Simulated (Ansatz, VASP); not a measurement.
## WS2: VASP beside Ansatz

Contents of INCAR:

```
SYSTEM = WS2
PREC = Accurate ; ENCUT = 520
EDIFF = 1E-7 ; ISMEAR = 0
SIGMA = 0.02 ; LREAL = .False.
LASPH = .True. ; NELM = 60
ALGO = Normal ; ISIF = 2
LWAVE = .False. ; LCHARG = .False.
LDIPOL = .True. ; IDIPOL = 3
DIPOL = 0.5 0.5 0.500 ; GGA = PE
IVDW = 12 ; NBANDS = 20
```

File KPOINTS:

```
Automatic mesh
0
Gamma
  12 12 1
  0 0 0
```

File POSCAR:

```
WS2
1.0
    3.0960000000      0.0000000000      0.0000000000
   -1.5480000000      2.6812146501      0.0000000000
    0.0000000000      0.0000000000     32.2910878415
S W
2 1
Direct
    0.3333333333      0.6666666667      0.4537394868
    0.3333333333      0.6666666667      0.5462727583
    0.6666666667      0.3333333333      0.5000061203
```

Input for Ansatz:

```yaml
crystal:
  lattice:
    - [3.096, 0.0, 0.0]
    - [-1.548, 2.6812146501, 0.0]
    - [0.0, 0.0, 32.2910878415]
  atoms:
    - { symbol: S, position: [0.3333333333, 0.6666666667, 0.4537394868] }
    - { symbol: W, position: [0.6666666667, 0.3333333333, 0.5000061203] }
    - { symbol: S, position: [0.3333333333, 0.6666666667, 0.5462727583] }
  periodic: [true, true, false]
basis:
  ecutwfc: 420
kpoints:
  mp_grid: { grid: [12, 12, 1] }
hamiltonian:
  xc: pbe
  pseudopotentials: { kind: paw, azcp: { folder: soft_1 } }
  dispersion: d3bj
scf:
  occupations: { method: gaussian, width: 0.02 }
output:
  forces: true
  stress: true
  eigenvalues: true
```

Alike in both runs: task single point; functional PBE; dispersion D3(BJ); k mesh 12 × 12 × 1; occupations gaussian, width 0.02 eV; no spin polarisation.

```csv
,VASP,Ansatz
version,VASP 6.6.1,Ansatz 0.2.0
potentials or method,"VASP PAW PBE potentials, release 64 (S, W_sv), cutoff 520 eV","scalar-relativistic, plane waves, PAW"
valence electrons in the cell,26,26
```

|  | VASP | Ansatz | Ansatz less VASP |
| --- | --- | --- | --- |
| gap on the k mesh at the Fermi level (eV) | 1.83 | 1.81 | -0.017 |
| least direct gap on the mesh (eV) | 1.92 | 1.92 | -0.004 |
| rms of the force components (eV/Å) | 1.153 | 1.154 | +0.0005 |

Neither program's run includes spin-orbit coupling.
